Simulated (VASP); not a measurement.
A run of VASP 6.6.1 is set up as follows.

File INCAR:

```
ALGO = Normal
EDIFF = 1E-6
ENCUT = 520
GGA = PE
ISIF = 2
ISMEAR = 0
LASPH = True
LCHARG = False
LREAL = False
LWAVE = False
NBANDS = 28
NELM = 100
PREC = Accurate
SIGMA = 0.02
```

File KPOINTS:

```
k-points
0
Gamma
  8 8 8
```

POSCAR

```
BaTiO3
1.0
    4.1489899693      0.0000000000      0.0000000000
    0.0000000000      4.1489899693      0.0000000000
    0.0000000000      0.0000000000      4.1489899693
Ba Ti O
1 1 3
Direct
    0.5000000000      0.5000000000      0.5000000000
    0.0000000000      0.0000000000      0.0000000000
    0.5000000000      0.0000000000      0.0000000000
    0.0000000000      0.5000000000      0.0000000000
    0.0000000000      0.0000000000      0.5000000000
```

Potentials or basis: VASP PAW PBE potentials, release 64 (Ba_sv, Ti_sv, O).

The run is started by

```bash
$ cat potpaw_PBE.64/Ba_sv/POTCAR potpaw_PBE.64/Ti_sv/POTCAR potpaw_PBE.64/O/POTCAR > POTCAR
$ mpirun -np 1 vasp_std > vasp.out
```

Q: Predict the pressure.

A: -11.3 GPa.

Q: Predict the band gap on the k mesh.

A: 1.53 eV, indirect (least direct gap 1.75 eV).

Caveat: spin-orbit coupling is left out, which moves the levels of the heavy elements. A k mesh can miss the band edges.
